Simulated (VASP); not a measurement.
# AlO5 (F-43m) in VASP: a series of runs

The runs below take AlO5 through single point, with PBE.

Everything below comes from runs of VASP 6.6.1. Logs are shortened: lines on timing, memory, paths and dates and some standing lists are left out, and cuts for length are marked.

### 1 The cell of the first run

It takes space group F-43m (No. 216, cubic). The conventional cell has a = 5.925 Å, b = 5.925 Å, c = 5.925 Å, α = 90.00°, β = 90.00°, γ = 90.00°. Within 3.2 Å of Al (site symmetry -43m) lie 16 O at 2.46 to 2.57 Å. Within 2.8 Å of O (site symmetry 3m) lie 9 O at 2.09 to 2.46 Å and 3 Al at 2.46 Å. Within 3.2 Å of O (site symmetry -43m) lie 12 O at 2.46 Å and 4 Al at 2.57 Å.

### 2 Single point, PBE, collinear spin, ferromagnetic start

File INCAR:

```
SYSTEM = AlO5
PREC = Accurate ; ENCUT = 520
EDIFF = 1E-6 ; ISMEAR = 0
SIGMA = 0.1 ; LREAL = .False.
LASPH = .True. ; NELM = 150
ALGO = Normal ; ISIF = 2
LWAVE = .False. ; LCHARG = .False.
ISPIN = 2 ; MAGMOM = 0 1 1 1 1 1
LORBIT = 11 ; GGA = PE
NBANDS = 30
```

File KPOINTS:

```
regular mesh
0
Gamma
  6 6 6
  0 0 0
```

File POSCAR:

```
AlO5
1.0
    0.0000000000      2.9623329100      2.9623329100
    2.9623329100      0.0000000000      2.9623329100
    2.9623329100      2.9623329100      0.0000000000
Al O
1 5
Direct
    0.0000000000      0.0000000000      0.0000000000
    0.1250000000      0.6250000000      0.6250000000
    0.6250000000      0.6250000000      0.6250000000
    0.6250000000      0.1250000000      0.6250000000
    0.6250000000      0.6250000000      0.1250000000
    0.2500000000      0.2500000000      0.2500000000
```

Potentials or basis: VASP PAW PBE potentials, release 64 (Al, O).

Started as:

```
cat potpaw_PBE.64/Al/POTCAR potpaw_PBE.64/O/POTCAR > POTCAR
mpirun -np 1 vasp_std > vasp.out
```

OUTCAR:

```text
SYSTEM = AlO5
   PREC = Accurate
   ENCUT = 520
   EDIFF = 1E-6
   ISMEAR = 0
   LREAL = .False.
   LASPH = .True.
   NELM = 150
   ISIF = 2
   ISPIN = 2
   LORBIT = 11
   GGA = PE

 ion  position               nearest neighbor table
   1  0.000  0.000  0.000-   2 2.46   4 2.46   2 2.46   4 2.46   5 2.46   5 2.46   3 2.46   3 2.46
                             4 2.46   5 2.46   2 2.46   3 2.46   6 2.57   6 2.57   6 2.57   6 2.57
   2  0.125  0.625  0.625-   1 2.46   1 2.46   1 2.46
   3  0.625  0.625  0.625-   1 2.46   1 2.46   1 2.46
   4  0.625  0.125  0.625-   1 2.46   1 2.46   1 2.46
   5  0.625  0.625  0.125-   1 2.46   1 2.46   1 2.46
   6  0.250  0.250  0.250-   1 2.57   1 2.57   1 2.57   1 2.57

  LATTYP: Found a face centered cubic cell.
 ALAT       =     5.9246658200

  Lattice vectors:

 A1 = (   0.0000000000,   2.9623329100,   2.9623329100)
 A2 = (   2.9623329100,   0.0000000000,   2.9623329100)
 A3 = (   2.9623329100,   2.9623329100,   0.0000000000)

Analysis of symmetry for initial positions (statically):
=====================================================================
 Subroutine PRICEL returns:
 Original cell was already a primitive cell.

 Routine SETGRP: Setting up the symmetry group for a
 face centered cubic supercell.

 Subroutine GETGRP returns: Found 24 space group operations
 (whereof 24 operations were pure point group operations)
 out of a pool of 48 trial point group operations.

The static configuration has the point symmetry T_d .

Analysis of symmetry for dynamics (positions and initial velocities):
=====================================================================
 Subroutine PRICEL returns:
 Original cell was already a primitive cell.

 Routine SETGRP: Setting up the symmetry group for a
 face centered cubic supercell.

 Subroutine GETGRP returns: Found 24 space group operations
 (whereof 24 operations were pure point group operations)
 out of a pool of 48 trial point group operations.

The dynamic configuration has the point symmetry T_d .

Analysis of structural, dynamic, and magnetic symmetry:
=====================================================================
 Subroutine PRICEL returns:
 Original cell was already a primitive cell.

 Routine SETGRP: Setting up the symmetry group for a
 face centered cubic supercell.

 Subroutine GETGRP returns: Found 24 space group operations
 (whereof 24 operations were pure point group operations)
 out of a pool of 48 trial point group operations.

The overall configuration has the point symmetry T_d .

 Subroutine INISYM returns: Found 24 space group operations
 (whereof 24 operations are pure point group operations),
 and found     1 'primitive' translations

----------------------------------------------------------------------------------------

                                     Primitive cell

  volume of cell :      51.9914

  direct lattice vectors                    reciprocal lattice vectors
     0.000000000  2.962332910  2.962332910    -0.168785891  0.168785891  0.168785891
     2.962332910  0.000000000  2.962332910     0.168785891 -0.168785891  0.168785891
     2.962332910  2.962332910  0.000000000     0.168785891  0.168785891 -0.168785891

  length of vectors
     4.189371378  4.189371378  4.189371378     0.292345739  0.292345739  0.292345739

  position of ions in fractional coordinates (direct lattice)
     0.000000000  0.000000000  0.000000000
     0.125000000  0.625000000  0.625000000
     0.625000000  0.625000000  0.625000000
     0.625000000  0.125000000  0.625000000
     0.625000000  0.625000000  0.125000000
     0.250000000  0.250000000  0.250000000

  ion indices of the primitive-cell ions
   primitive index   ion index
                 1           1
                 2           2
                 3           3
                 4           4
                 5           5
                 6           6

----------------------------------------------------------------------------------------

 KPOINTS: regular mesh

Automatic generation of k-mesh.
 Grid dimensions read from file:
 generate k-points for:    6    6    6

[... 25 lines left out ...]
  0.333333  0.166667  0.000000     24.000000
[... 8 lines left out ...]
 -0.333333  0.333333  0.166667     24.000000
 -0.333333  0.500000  0.166667     12.000000
   k-points           NKPTS =     16   k-points in BZ     NKDIM =     16   number of bands    NBANDS=     30
   number of dos      NEDOS =    301   number of ions     NIONS =      6
   total plane-waves  NPLWV =  32768
   dimension x,y,z NGX =    32 NGY =   32 NGZ =   32
   dimension x,y,z NGXF=    64 NGYF=   64 NGZF=   64
   ions per type =               1   5
   NGX,Y,Z   is equivalent  to a cutoff of  12.70, 12.70, 12.70 a.u.
   NGXF,Y,Z  is equivalent  to a cutoff of  25.40, 25.40, 25.40 a.u.
 SYSTEM =  AlO5
   PREC   = accura    normal or accurate (medium, high low for compatibility)
   ISTART =      0    job   : 0-new  1-cont  2-samecut
   ICHARG =      2    charge: 1-file 2-atom 10-const
   ISPIN  =      2    spin polarized calculation?
   LNONCOLLINEAR =      F non collinear calculations
   LSORBIT =      F    spin-orbit coupling
   LASPH  =      T    aspherical Exc in radial PAW
   ENCUT  =  520.0 eV  38.22 Ry    6.18 a.u.   7.79  7.79  7.79*2*pi/ulx,y,z
   NELM   =    150;   NELMIN=  2; NELMDL= -5     # of ELM steps
   EDIFF  = 0.1E-05   stopping-criterion for ELM
   LREAL  =      F    real-space projection
   EDIFFG = 0.1E-04   stopping-criterion for IOM
   NSW    =      0    number of steps for IOM
   IBRION =     -1    ionic relax: 0-MD 1-quasi-New 2-CG
   NFREE  =      0    steps in history (QN), initial steepest desc. (CG)
   ISIF   =      2    stress and relaxation
   ISYM   =      2    0-nonsym 1-usesym 2-fastsym
   POTIM  = 0.5000    time-step for ionic-motion
   TEBEG  =    0.0;   TEEND  =   0.0 temperature during run
   PSTRESS=    0.0 pullay stress
   NELECT =      33.0000    total number of electrons
   NUPDOWN=      -1.0000    fix difference up-down
   EMIN   =  10.00;   EMAX   =-10.00  energy-range for DOS
   EFERMI =   0.00;   METHOD = LEGACY
   ISMEAR =     0;   SIGMA  =   0.10  broadening in eV -4-tet -1-fermi 0-gaus
   EFERMI_NEDOS =   21; number of points for ismear=-14 and -15
   IALGO  =     38    algorithm
   IMIX   =      4    mixing-type and parameters
     AMIX     =   0.40;   BMIX     =  1.00
     AMIX_MAG =   1.60;   BMIX_MAG =  1.00
  volume/ion in A,a.u.               =       8.67        58.48
  Fermi-wavevector in a.u.,A,eV,Ry     =   1.406919  2.658691 26.931641  1.979420
  Thomas-Fermi vector in A             =   2.529230
   LORBIT       =     11    0 simple, 1 ext, 2 COOP (PROOUT), +10 PAW based schemes
   GGA     = PE    functional components
   LHFCALC =     F    Hartree Fock is set to
   AEXX    =    0.0000 exact exchange contribution
   IVDW    =     0    specifies the selected vdW correction
   LEPSILON=     F    determine dielectric tensor
   LRPA    =     F    only Hartree local field effects (RPA)
 spin polarized calculation
 Gauss-broadening in eV      SIGMA  =   0.10
  energy-cutoff  :      520.00
  volume of cell :       51.99
 maximum number of plane-waves:      1420
   NGX = 15   NGY = 15   NGZ = 15

 number of electron      32.9999996 magnetization       2.6937674

 Free energy of the ion-electron system (eV)
  ---------------------------------------------------
  ext. energy  EPLUGINS =         0.00000000
  ---------------------------------------------------
  free energy    TOTEN  =       -22.38813615 eV

  energy without entropy =      -22.37039421  energy(sigma->0) =      -22.37926518

 E-fermi :   4.8932     XC(G=0): -11.7515

 val. band max:        4.8831478553   @ k =   0.1667   0.0000   0.0000
 cond. band min:       4.8965786196   @ k =   0.3333   0.0000   0.0000
 fundamental gap:      0.0134307643
 Fermi energy:         4.8932155811

 spin component 1

 k-point     1 :       0.0000    0.0000    0.0000
  band No.  band energies     occupation
      1     -16.8779      1.00000
      2     -12.2482      1.00000
      3     -11.8606      1.00000
      4     -11.8606      1.00000
      5     -11.8606      1.00000
      6      -3.3799      1.00000
[... 485 lines left out ...]
     27      20.3192      0.00000
     28      20.3347      0.00000
 Fermi energy:         4.8932155811

 spin component 2

 k-point     1 :       0.0000    0.0000    0.0000
  band No.  band energies     occupation
      1     -16.2514      1.00000
      2     -11.1193      1.00000
      3     -11.1193      1.00000
      4     -11.1193      1.00000
      5     -10.4261      1.00000
      6      -3.2005      1.00000
[... 485 lines left out ...]
     27      20.2796      0.00000
     28      20.3602      0.00000
 [bands above 28 left out]

------------------------ aborting loop because EDIFF is reached ----------------------------------------

  FORCE on cell =-STRESS in cart. coord.  units (eV):
  Direction    XX          YY          ZZ          XY          YZ          ZX
  --------------------------------------------------------------------------------------
  -------------------------------------------------------------------------------------
  Total       -0.2784682     -0.2784682     -0.2784682      0.0000000      0.0000000      0.0000000
  in kB       -8.5813289     -8.5813289     -8.5813289      0.0000000      0.0000000      0.0000000
  external PRESSURE =      -8.5813289 kB  Pullay stress =       0.0000000 kB

 VOLUME and BASIS-vectors are now :
 -----------------------------------------------------------------------------
  energy-cutoff  :      520.00
  volume of cell :       51.99
      direct lattice vectors                 reciprocal lattice vectors
     0.000000000  2.962332910  2.962332910    -0.168785891  0.168785891  0.168785891
     2.962332910  0.000000000  2.962332910     0.168785891 -0.168785891  0.168785891
     2.962332910  2.962332910  0.000000000     0.168785891  0.168785891 -0.168785891

 POSITION                                       TOTAL-FORCE (eV/Angst)
 -----------------------------------------------------------------------------------
      0.00000      0.00000      0.00000        -0.000000     -0.000000     -0.000000
      3.70292      2.22175      2.22175         0.020609     -0.020609     -0.020609
      3.70292      3.70292      3.70292         0.020609      0.020609      0.020609
      2.22175      3.70292      2.22175        -0.020609      0.020609     -0.020609
      2.22175      2.22175      3.70292        -0.020609     -0.020609      0.020609
      1.48117      1.48117      1.48117        -0.000000     -0.000000     -0.000000
 -----------------------------------------------------------------------------------
    total drift:                               -0.000000     -0.000000     -0.000000

  FREE ENERGIE OF THE ION-ELECTRON SYSTEM (eV)
  ---------------------------------------------------
  free  energy   TOTEN  =       -22.3881361529 eV

  energy  without entropy=      -22.3703942072  energy(sigma->0) =      -22.37926518

 total charge

# of ion       s       p       d       tot
------------------------------------------
    1        0.264   0.168   0.000   0.431
    2        1.656   3.056   0.000   4.712
    3        1.656   3.056   0.000   4.712
    4        1.656   3.056   0.000   4.712
    5        1.656   3.056   0.000   4.712
    6        1.620   3.120   0.000   4.740
--------------------------------------------------
tot          8.506  15.513   0.000  24.019

 magnetization (x)

# of ion       s       p       d       tot
------------------------------------------
    1       -0.041  -0.017   0.000  -0.058
    2        0.003   0.372   0.000   0.375
    3        0.003   0.372   0.000   0.375
    4        0.003   0.372   0.000   0.375
    5        0.003   0.372   0.000   0.375
    6        0.010   0.971   0.000   0.980
--------------------------------------------------
tot         -0.021   2.441   0.000   2.420
```

Wall time 50 s (1 thread of AMD EPYC 7R43 (Zen 3), shared host); peak memory 0.18 GiB.

What came out:

* Free energy: -22.3881 eV
* Pressure: -0.9 GPa
* Net moment: 2.69 μB per cell
* Site moments: Al -0.06; O +0.38, +0.98 μB
* Valence electrons inside the program's atomic spheres: Al 0.43; O 4.71, 4.74

### 3 Single point, PBE, collinear spin, ferromagnetic start

File INCAR:

```
PREC = Accurate
ENCUT = 520
EDIFF = 1E-6
ISMEAR = 0
SIGMA = 0.1
LREAL = False
LASPH = True
NELM = 150
ALGO = Normal
ISIF = 2
LWAVE = False
LCHARG = False
ISPIN = 2
MAGMOM = 0 0.44 0.44 0.44 0.44 1.24
LORBIT = 11
GGA = PE
NBANDS = 30
```

File KPOINTS:

```
regular mesh
0
Gamma
  12 12 12
```

File POSCAR:

```
AlO5
1.0
    0.0000000000      2.9612221364      2.9612221364
    2.9612221364      0.0000000000      2.9612221364
    2.9612221364      2.9612221364      0.0000000000
Al O
1 5
Direct
    0.0000000000      0.0000000000      0.0000000000
    0.1239591088      0.6253469637      0.6253469637
    0.6253469637      0.6253469637      0.6253469637
    0.6253469637      0.1239591088      0.6253469637
    0.6253469637      0.6253469637      0.1239591088
    0.2500000000      0.2500000000      0.2500000000
```

Potentials or basis: VASP PAW PBE potentials, release 64 (Al, O).

Started as:

```
cat potpaw_PBE.64/Al/POTCAR potpaw_PBE.64/O/POTCAR > POTCAR
mpirun -np 1 vasp_std > vasp.out
```

Wall time 3.4 min (1 thread of AMD EPYC 7R43 (Zen 3), shared host); peak memory 0.27 GiB.

The run converged. Its results:

```yaml
Free_energy: -22.3658 eV
Pressure: -0.3 GPa
Largest_force: 0.006 eV/Å
Net_moment: 2.85 μB per cell
Site_moments: Al -0.06; O +0.41, +0.96 μB
Valence_electrons_inside_the_program's_atomic_spheres: Al 0.43; O 4.71, 4.74
```

Forces in eV/Å, atoms in the order of the input:
```
Al   0.000  0.000  0.000
O   -0.004  0.004  0.004
O   -0.004 -0.004 -0.004
O    0.004 -0.004  0.004
O    0.004  0.004 -0.004
O    0.000  0.000  0.000
```

Levels at points of the mesh, in eV from the Fermi level:
Spin up:
```csv
k point,band 16,band 17,band 18,band 19,band 20,band 21
"(0.00, 0.00, 0.00)",-0.13,-0.13,0.33,1.16,1.16,1.16
"(0.50, 0.00, 0.00)",-1.18,-1.18,-0.10,1.03,1.03,2.48
"(0.50, 0.50, 0.00)",-1.57,-1.26,-1.26,0.81,0.81,3.14
```
Spin down:
| k point | band 12 | band 13 | band 14 | band 15 | band 16 | band 17 | band 18 | band 19 |
| --- | --- | --- | --- | --- | --- | --- | --- | --- |
| (0.00, 0.00, 0.00) | -1.13 | -1.13 | -1.13 | 0.20 | 1.01 | 1.01 | 1.01 | 1.63 |
| (0.50, 0.00, 0.00) | -2.00 | -1.93 | -1.93 | -0.95 | 0.38 | 0.38 | 1.04 | 1.63 |
| (0.50, 0.50, 0.00) | -1.80 | -1.80 | -1.73 | -1.59 | -0.01 | 0.33 | 0.33 | 1.49 |
